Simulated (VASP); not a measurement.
A run of VASP 6.6.1 is set up as follows.

The input INCAR:

```
PREC = Accurate
ENCUT = 520
EDIFF = 1E-7
ISMEAR = 0
SIGMA = 0.1
LREAL = False
LASPH = True
NELM = 100
ALGO = Fast
ISIF = 2
LWAVE = False
LCHARG = True
GGA = PS
LELF = True
LVHAR = True
NBANDS = 18
```

Contents of KPOINTS:

```
Automatic mesh
0
Gamma
  12 12 12
```

Contents of POSCAR:

```
YHg
1.0
    3.7842747173      0.0000000000      0.0000000000
    0.0000000000      3.7842747173      0.0000000000
    0.0000000000      0.0000000000      3.7842747173
Y Hg
1 1
Direct
    0.5000000000      0.5000000000      0.5000000000
    0.0000000000      0.0000000000      0.0000000000
```

Potentials or basis: VASP PAW PBE potentials, release 64 (Y_sv, Hg).

The run is started by

```sh
$ cat potpaw_PBE.64/Y_sv/POTCAR potpaw_PBE.64/Hg/POTCAR > POTCAR
$ mpirun -np 1 vasp_std > vasp.out
```

(1) What does it give for the pressure?

Results:

(1) -5.7 GPa.

Caveat: the PAW data sets were made with another functional, which shifts forces and pressure a little.
